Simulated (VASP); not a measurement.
# Sn (Im-3m) in VASP: further runs

The runs below take Sn through single point, with LDA.

All numbers are computed with VASP 6.6.1; they aren't measurements. Logs are shortened: lines on timing, memory, paths and dates and some standing lists are left out, and cuts for length are marked.

## 1. The cell of the first run

It takes space group Im-3m (No. 229, cubic). Conventional cell: a = 2.840 Å, b = 2.840 Å, c = 2.840 Å, α = 90.00°, β = 90.00°, γ = 90.00°. Within 3.2 Å of Sn (site symmetry m-3m) lie 14 Sn at 2.46 to 2.84 Å.

## 2. Single point, LDA (volume scaled by 0.45)

Input file INCAR:

```
SYSTEM = Sn
  PREC = Accurate
  ENCUT = 520
  EDIFF = 1E-7
  ISMEAR = -1
  SIGMA = 0.08
  LREAL = .False.
  LASPH = .True.
  NELM = 80
  ALGO = Normal
  ISIF = 2
  LWAVE = .False.
  LCHARG = .True.
  GGA = CA
  LELF = .True.
  LVHAR = .True.
  NBANDS = 13
```

Input file KPOINTS:

```
Automatic mesh
0
Gamma
  14 14 14
  0 0 0
```

Input file POSCAR:

```
Sn
1.0
   -1.4202341988      1.4202341988      1.4202341988
    1.4202341988     -1.4202341988      1.4202341988
    1.4202341988      1.4202341988     -1.4202341988
Sn
1
Direct
    0.0000000000      0.0000000000      0.0000000000
```

Potentials or basis: VASP PAW LDA potentials, release 64 (Sn_d).

On the command line:

```
$ cat potpaw_LDA.64/Sn_d/POTCAR > POTCAR
$ mpirun -np 1 vasp_std > vasp.out
```

OUTCAR:

```text
SYSTEM = Sn
   PREC = Accurate
   ENCUT = 520
   EDIFF = 1E-7
   ISMEAR = -1
   LREAL = .False.
   LASPH = .True.
   NELM = 80
   ISIF = 2
   GGA = CA

 ion  position               nearest neighbor table
   1  0.000  0.000  0.000-

  LATTYP: Found a body centered cubic cell.
 ALAT       =     2.8404683976

  Lattice vectors:

 A1 = (  -1.4202341988,   1.4202341988,   1.4202341988)
 A2 = (   1.4202341988,  -1.4202341988,   1.4202341988)
 A3 = (   1.4202341988,   1.4202341988,  -1.4202341988)

Analysis of symmetry for initial positions (statically):
=====================================================================
 Subroutine PRICEL returns:
 Original cell was already a primitive cell.

 Routine SETGRP: Setting up the symmetry group for a
 body centered cubic supercell.

 Subroutine GETGRP returns: Found 48 space group operations
 (whereof 48 operations were pure point group operations)
 out of a pool of 48 trial point group operations.

The static configuration has the point symmetry O_h .

Analysis of symmetry for dynamics (positions and initial velocities):
=====================================================================
 Subroutine PRICEL returns:
 Original cell was already a primitive cell.

 Routine SETGRP: Setting up the symmetry group for a
 body centered cubic supercell.

 Subroutine GETGRP returns: Found 48 space group operations
 (whereof 48 operations were pure point group operations)
 out of a pool of 48 trial point group operations.

The dynamic configuration has the point symmetry O_h .

 Subroutine INISYM returns: Found 48 space group operations
 (whereof 48 operations are pure point group operations),
 and found     1 'primitive' translations

----------------------------------------------------------------------------------------

                                     Primitive cell

  volume of cell :      11.4588

  direct lattice vectors                    reciprocal lattice vectors
    -1.420234199  1.420234199  1.420234199     0.000000000  0.352054612  0.352054612
     1.420234199 -1.420234199  1.420234199     0.352054612  0.000000000  0.352054612
     1.420234199  1.420234199 -1.420234199     0.352054612  0.352054612  0.000000000

  length of vectors
     2.459917791  2.459917791  2.459917791     0.497880407  0.497880407  0.497880407

  position of ions in fractional coordinates (direct lattice)
     0.000000000  0.000000000  0.000000000
[... 76 lines left out ...]
   EDIFF  = 0.1E-06   stopping-criterion for ELM
   LREAL  =      F    real-space projection
   EDIFFG = 0.1E-05   stopping-criterion for IOM
   NSW    =      0    number of steps for IOM
   IBRION =     -1    ionic relax: 0-MD 1-quasi-New 2-CG
   NFREE  =      0    steps in history (QN), initial steepest desc. (CG)
   ISIF   =      2    stress and relaxation
   ISYM   =      2    0-nonsym 1-usesym 2-fastsym
   POTIM  = 0.5000    time-step for ionic-motion
   TEBEG  =    0.0;   TEEND  =   0.0 temperature during run
   PSTRESS=    0.0 pullay stress
   NELECT =      14.0000    total number of electrons
   NUPDOWN=      -1.0000    fix difference up-down
   EMIN   =  10.00;   EMAX   =-10.00  energy-range for DOS
   EFERMI =   0.00;   METHOD = LEGACY
   ISMEAR =    -1;   SIGMA  =   0.08  broadening in eV -4-tet -1-fermi 0-gaus
   EFERMI_NEDOS =   21; number of points for ismear=-14 and -15
   IALGO  =     38    algorithm
   IMIX   =      4    mixing-type and parameters
     AMIX     =   0.40;   BMIX     =  1.00
     AMIX_MAG =   1.60;   BMIX_MAG =  1.00
  volume/ion in A,a.u.               =      11.46        77.33
  Fermi-wavevector in a.u.,A,eV,Ry     =   1.750132  3.307270 41.674142  3.062963
  Thomas-Fermi vector in A             =   2.820911
   LORBIT       =      0    0 simple, 1 ext, 2 COOP (PROOUT), +10 PAW based schemes
   GGA     = CA    functional components
   LHFCALC =     F    Hartree Fock is set to
   AEXX    =    0.0000 exact exchange contribution
   IVDW    =     0    specifies the selected vdW correction
   LEPSILON=     F    determine dielectric tensor
   LRPA    =     F    only Hartree local field effects (RPA)
 non-spin polarized calculation
  energy-cutoff  :      520.00
  volume of cell :       11.46
 maximum number of plane-waves:       321
   NGX =  9   NGY =  9   NGZ =  9

 number of electron      13.9999996 magnetization

 Free energy of the ion-electron system (eV)
  ---------------------------------------------------
  ext. energy  EPLUGINS =         0.00000000
  ---------------------------------------------------
  free energy    TOTEN  =         2.27503704 eV

  energy without entropy =        2.28128677  energy(sigma->0) =        2.27816191

 E-fermi :  24.6149     XC(G=0): -15.3807

 val. band max:       24.6035962384   @ k =  -0.4286   0.5000   0.2143
 cond. band min:      24.6615470040   @ k =  -0.2857   0.3571   0.0714
 fundamental gap:      0.0579507656
 Fermi energy:        24.6149415738

 k-point     1 :       0.0000    0.0000    0.0000
  band No.  band energies     occupation
      1       0.0800      2.00000
      2       0.0800      2.00000
      3       0.0800      2.00000
      4       1.4147      2.00000
      5       1.4147      2.00000
      6       3.3716      2.00000
      7      36.0376      0.00000
      8      36.0376      0.00000
      9      36.0376      0.00000
     10      44.2107      0.00000
     11      44.2107      0.00000
     12      44.2107      0.00000
     13      44.7244      0.00000
[... 354 lines left out ...]
  band No.  band energies     occupation
      1      -0.4275      2.00000
      2       0.3802      2.00000
      3       0.7752      2.00000
      4       1.4471      2.00000
      5       1.6376      2.00000
      6      17.1915      2.00000
      7      18.3601      2.00000
      8      20.7656      2.00000
      9      31.1969      0.00000
     10      39.6757      0.00000
     11      40.8642      0.00000
     12      49.3683      0.00000
     13      50.0516      0.00000

 [... further k-points ...]
[... 5 lines left out ...]
  --------------------------------------------------------------------------------------
  -------------------------------------------------------------------------------------
  Total       23.7510425     23.7510425     23.7510425      0.0000000      0.0000000      0.0000000
  in kB     3320.8814277   3320.8814277   3320.8814277      0.0000000      0.0000000      0.0000000
  external PRESSURE =    3320.8814277 kB  Pullay stress =       0.0000000 kB

 VOLUME and BASIS-vectors are now :
 -----------------------------------------------------------------------------
  energy-cutoff  :      520.00
  volume of cell :       11.46
      direct lattice vectors                 reciprocal lattice vectors
    -1.420234199  1.420234199  1.420234199     0.000000000  0.352054612  0.352054612
     1.420234199 -1.420234199  1.420234199     0.352054612  0.000000000  0.352054612
     1.420234199  1.420234199 -1.420234199     0.352054612  0.352054612  0.000000000

 POSITION                                       TOTAL-FORCE (eV/Angst)
 -----------------------------------------------------------------------------------
      0.00000      0.00000      0.00000        -0.000000      0.000000      0.000000
 -----------------------------------------------------------------------------------
    total drift:                                0.000000     -0.000000      0.000000

  FREE ENERGIE OF THE ION-ELECTRON SYSTEM (eV)
  ---------------------------------------------------
  free  energy   TOTEN  =         2.2750370429 eV

  energy  without entropy=        2.2812867750  energy(sigma->0) =        2.27816191
```

OSZICAR:

```text
N       E                     dE             d eps       ncg     rms          rms(c)
DAV:   1     0.816427193958E+02    0.81643E+02   -0.66439E+03  2940   0.209E+03
DAV:   2     0.555378468934E+01   -0.76089E+02   -0.72251E+02  2979   0.355E+02
DAV:   3     0.191184006677E+01   -0.36419E+01   -0.36134E+01  3184   0.655E+01
DAV:   4     0.186688749579E+01   -0.44953E-01   -0.44943E-01  3224   0.710E+00
DAV:   5     0.186609354199E+01   -0.79395E-03   -0.79394E-03  3261   0.936E-01    0.688E+00
DAV:   6     0.212759370715E+01    0.26150E+00   -0.34070E-02  4184   0.423E+00    0.378E+00
DAV:   7     0.227292996963E+01    0.14534E+00   -0.46230E-02  4040   0.398E+00    0.108E-01
DAV:   8     0.227500832159E+01    0.20784E-02   -0.20974E-03  3360   0.873E-01    0.684E-02
DAV:   9     0.227498876016E+01   -0.19561E-04   -0.55679E-05  3841   0.121E-01    0.371E-02
DAV:  10     0.227503700225E+01    0.48242E-04   -0.18509E-05  3454   0.982E-02    0.472E-03
DAV:  11     0.227503687802E+01   -0.12423E-06   -0.54942E-07  3059   0.866E-03    0.331E-03
DAV:  12     0.227503702997E+01    0.15195E-06   -0.34206E-08  2367   0.418E-03    0.145E-03
DAV:  13     0.227503704287E+01    0.12893E-07   -0.20647E-08  1712   0.375E-03
   1 F= 0.22750370E+01 E0= 0.22781619E+01  d E =-.624973E-02
```

Wall time 10 s (1 thread of AMD EPYC 9R45 (Zen 5), shared host); peak memory 0.09 GiB.

What came out:

- Free energy: 2.2750 eV
- Pressure: 332.1 GPa
- Band gap on the k mesh: zero (band 7 reaches 36.04 eV, above the bottom of band 8 at 19.53 eV)

Levels at points of the mesh, in eV from the Fermi level:
| k point | band 4 | band 5 | band 6 | band 7 | band 8 | band 9 | band 10 | band 11 |
| --- | --- | --- | --- | --- | --- | --- | --- | --- |
| (0.00, 0.00, 0.00) | -23.20 | -23.20 | -21.24 | 11.42 | 11.42 | 11.42 | 19.60 | 19.60 |
| (0.50, 0.00, 0.00) | -23.15 | -22.30 | -11.23 | -7.71 | 5.92 | 6.87 | 12.96 | 15.53 |
| (0.50, 0.50, 0.50) | -22.53 | -22.53 | -2.56 | -2.56 | -2.56 | 4.36 | 4.36 | 5.41 |

Caveat: spin-orbit coupling is left out, which moves the levels of the heavy elements.

## 3. Single point, LDA (volume scaled by 0.45)

Input file INCAR:

```
PREC = Accurate ; ENCUT = 520
EDIFF = 1E-6 ; ISMEAR = -1
SIGMA = 0.08 ; LREAL = F
LASPH = T ; NELM = 100
ALGO = Normal ; ISIF = 2
LWAVE = F ; LCHARG = F
GGA = CA ; NBANDS = 13
```

Input file KPOINTS:

```
regular mesh
0
Gamma
  14 14 14
```

POSCAR is that of step 2.

Potentials or basis: VASP PAW LDA potentials, release 64 (Sn_d).

On the command line:

```
$ cat potpaw_LDA.64/Sn_d/POTCAR > POTCAR
$ mpirun -np 1 vasp_std > vasp.out
```

It took 8.4 s on 1 thread of AMD EPYC 9R45 (Zen 5), shared host; peak memory 0.09 GiB.

It converged, with:

```
Free energy            : 2.2750 eV
Pressure               : 331.8 GPa
Band gap on the k mesh : zero (band 7 reaches 36.04 eV, above the bottom of band 8 at 19.53 eV)
```

Levels at points of the mesh, in eV from the Fermi level:
```tsv
k point	band 3	band 4	band 5	band 6	band 7	band 8	band 9	band 10	band 11	band 12
(0.00, 0.00, 0.00)	-24.53	-23.20	-23.20	-21.24	11.42	11.42	11.42	19.60	19.60	19.60
(0.50, 0.00, 0.00)	-23.26	-23.15	-22.30	-11.23	-7.71	5.92	6.87	12.96	15.53	19.22
(0.50, 0.50, 0.50)	-22.53	-22.53	-22.53	-2.56	-2.56	-2.56	4.36	4.36	5.41	20.95
```

Caveat: spin-orbit coupling is left out, which moves the levels of the heavy elements.

## 4. Single point, LDA (volume scaled by 0.55)

Input file INCAR:

```
SYSTEM = Sn
PREC = Accurate ; ENCUT = 520
EDIFF = 1E-6 ; ISMEAR = -1
SIGMA = 0.08 ; LREAL = .False.
LASPH = .True. ; NELM = 100
ALGO = Normal ; ISIF = 2
LWAVE = .False. ; LCHARG = .True.
LELF = .True. ; LVHAR = .True.
NBANDS = 13
```

Input file KPOINTS:

```
Automatic mesh
0
Gamma
  14 14 14
  0 0 0
```

Input file POSCAR:

```
Sn
1.0
   -1.5184833164      1.5184833164      1.5184833164
    1.5184833164     -1.5184833164      1.5184833164
    1.5184833164      1.5184833164     -1.5184833164
Sn
1
Direct
    0.0000000000      0.0000000000      0.0000000000
```

Potentials or basis: VASP PAW LDA potentials, release 64 (Sn_d).

On the command line:

```
$ cat potpaw_LDA.64/Sn_d/POTCAR > POTCAR
$ mpirun -np 1 vasp_std > vasp.out
```

OUTCAR:

```text
SYSTEM = Sn
   PREC = Accurate
   ENCUT = 520
   EDIFF = 1E-6
   ISMEAR = -1
   LREAL = .False.
   LASPH = .True.
   NELM = 100
   ISIF = 2

 ion  position               nearest neighbor table
   1  0.000  0.000  0.000-

  LATTYP: Found a body centered cubic cell.
 ALAT       =     3.0369666328

  Lattice vectors:

 A1 = (  -1.5184833164,   1.5184833164,   1.5184833164)
 A2 = (   1.5184833164,  -1.5184833164,   1.5184833164)
 A3 = (   1.5184833164,   1.5184833164,  -1.5184833164)

Analysis of symmetry for initial positions (statically):
=====================================================================
 Subroutine PRICEL returns:
 Original cell was already a primitive cell.

 Routine SETGRP: Setting up the symmetry group for a
 body centered cubic supercell.

 Subroutine GETGRP returns: Found 48 space group operations
 (whereof 48 operations were pure point group operations)
 out of a pool of 48 trial point group operations.

The static configuration has the point symmetry O_h .

Analysis of symmetry for dynamics (positions and initial velocities):
=====================================================================
 Subroutine PRICEL returns:
 Original cell was already a primitive cell.

 Routine SETGRP: Setting up the symmetry group for a
 body centered cubic supercell.

 Subroutine GETGRP returns: Found 48 space group operations
 (whereof 48 operations were pure point group operations)
 out of a pool of 48 trial point group operations.

The dynamic configuration has the point symmetry O_h .

 Subroutine INISYM returns: Found 48 space group operations
 (whereof 48 operations are pure point group operations),
 and found     1 'primitive' translations

----------------------------------------------------------------------------------------

                                     Primitive cell

  volume of cell :      14.0052
[... 106 lines left out ...]
     AMIX     =   0.40;   BMIX     =  1.00
     AMIX_MAG =   1.60;   BMIX_MAG =  1.00
  volume/ion in A,a.u.               =      14.01        94.51
  Fermi-wavevector in a.u.,A,eV,Ry     =   1.636895  3.093283 36.455793  2.679425
  Thomas-Fermi vector in A             =   2.728125
   LORBIT       =      0    0 simple, 1 ext, 2 COOP (PROOUT), +10 PAW based schemes
   GGA     = CA    functional components
   LHFCALC =     F    Hartree Fock is set to
   AEXX    =    0.0000 exact exchange contribution
   IVDW    =     0    specifies the selected vdW correction
   LEPSILON=     F    determine dielectric tensor
   LRPA    =     F    only Hartree local field effects (RPA)
 non-spin polarized calculation
  energy-cutoff  :      520.00
  volume of cell :       14.01
 maximum number of plane-waves:       388
   NGX =  9   NGY =  9   NGZ =  9

 number of electron      14.0000010 magnetization

 Free energy of the ion-electron system (eV)
  ---------------------------------------------------
  ext. energy  EPLUGINS =         0.00000000
  ---------------------------------------------------
  free energy    TOTEN  =        -1.38030938 eV

  energy without entropy =       -1.37331962  energy(sigma->0) =       -1.37681450

 E-fermi :  19.2814     XC(G=0): -14.1334

 val. band max:       19.2209435230   @ k =  -0.2857   0.3571   0.0714
 cond. band min:      19.3518777900   @ k =  -0.4286   0.5000   0.2143
 fundamental gap:      0.1309342670
 Fermi energy:        19.2813826717

 k-point     1 :       0.0000    0.0000    0.0000
  band No.  band energies     occupation
      1      -3.8627      2.00000
      2      -3.8627      2.00000
      3      -3.8627      2.00000
      4      -3.0189      2.00000
      5      -3.0189      2.00000
      6       1.2220      2.00000
      7      31.5899      0.00000
      8      31.5899      0.00000
      9      31.5899      0.00000
     10      35.4504      0.00000
     11      35.4504      0.00000
     12      35.4504      0.00000
     13      37.9610      0.00000
[... 354 lines left out ...]
  band No.  band energies     occupation
      1      -4.1208      2.00000
      2      -3.5867      2.00000
      3      -3.3586      2.00000
      4      -3.0004      2.00000
      5      -2.8758      2.00000
      6      13.0996      2.00000
      7      13.4324      2.00000
      8      15.8399      2.00000
      9      25.3051      0.00000
     10      33.9190      0.00000
     11      35.1359      0.00000
     12      40.2255      0.00000
     13      42.5387      0.00000

 [... further k-points ...]
[... 5 lines left out ...]
  --------------------------------------------------------------------------------------
  -------------------------------------------------------------------------------------
  Total       13.3691237     13.3691237     13.3691237     -0.0000000      0.0000000     -0.0000000
  in kB     1529.4083618   1529.4083618   1529.4083618     -0.0000000      0.0000000     -0.0000000
  external PRESSURE =    1529.4083618 kB  Pullay stress =       0.0000000 kB

 VOLUME and BASIS-vectors are now :
 -----------------------------------------------------------------------------
  energy-cutoff  :      520.00
  volume of cell :       14.01
      direct lattice vectors                 reciprocal lattice vectors
    -1.518483316  1.518483316  1.518483316     0.000000000  0.329275926  0.329275926
     1.518483316 -1.518483316  1.518483316     0.329275926  0.000000000  0.329275926
     1.518483316  1.518483316 -1.518483316     0.329275926  0.329275926  0.000000000

 POSITION                                       TOTAL-FORCE (eV/Angst)
 -----------------------------------------------------------------------------------
      0.00000      0.00000      0.00000        -0.000000      0.000000     -0.000000
 -----------------------------------------------------------------------------------
    total drift:                                0.000000     -0.000000      0.000000

  FREE ENERGIE OF THE ION-ELECTRON SYSTEM (eV)
  ---------------------------------------------------
  free  energy   TOTEN  =        -1.3803093824 eV

  energy  without entropy=       -1.3733196171  energy(sigma->0) =       -1.37681450
```

OSZICAR:

```text
N       E                     dE             d eps       ncg     rms          rms(c)
DAV:   1     0.809080142114E+02    0.80908E+02   -0.67256E+03  2907   0.197E+03
DAV:   2     0.247631523032E+01   -0.78432E+02   -0.75052E+02  2894   0.357E+02
DAV:   3    -0.150122496606E+01   -0.39775E+01   -0.39584E+01  3265   0.674E+01
DAV:   4    -0.155805537925E+01   -0.56830E-01   -0.56818E-01  3199   0.793E+00
DAV:   5    -0.155928693131E+01   -0.12316E-02   -0.12315E-02  3345   0.115E+00    0.479E+00
DAV:   6    -0.144415028954E+01    0.11514E+00   -0.23976E-02  4217   0.363E+00    0.262E+00
DAV:   7    -0.138187164822E+01    0.62279E-01   -0.23874E-02  4098   0.308E+00    0.121E-01
DAV:   8    -0.138031205013E+01    0.15596E-02   -0.12534E-03  3420   0.699E-01    0.439E-02
DAV:   9    -0.138031091871E+01    0.11314E-05   -0.30741E-05  3910   0.638E-02    0.263E-02
DAV:  10    -0.138030934837E+01    0.15703E-05   -0.10933E-06  2579   0.230E-02    0.255E-03
DAV:  11    -0.138030938243E+01   -0.34060E-07   -0.19204E-07  1862   0.529E-03
   1 F= -.13803094E+01 E0= -.13768145E+01  d E =-.698977E-02
```

stdout:

```text
POSCAR found type information on POSCAR Sn
 POSCAR found :  1 types and       1 ions
 scaLAPACK will be used
 LDA part: xc-table for (Slater(with rela. corr.)+CA(PZ))
 , standard interpolation
 POSCAR, INCAR and KPOINTS ok, starting setup
 FFT: planning ... GRIDC
 FFT: planning ... GRID_SOFT
 FFT: planning ... GRID
 WAVECAR not read
 entering main loop
```

Run time: 8.9 s. Hardware: 1 thread of AMD EPYC 9R45 (Zen 5), shared host; peak memory 0.1 GiB.

Results:

| Item | Value |
| --- | --- |
| Free energy | -1.3803 eV |
| Pressure | 152.9 GPa |
| Band gap on the k mesh | zero (band 7 reaches 31.59 eV, above the bottom of band 8 at 14.22 eV) |

Caveat: spin-orbit coupling is left out, which moves the levels of the heavy elements.

[end of part 1 of 2]
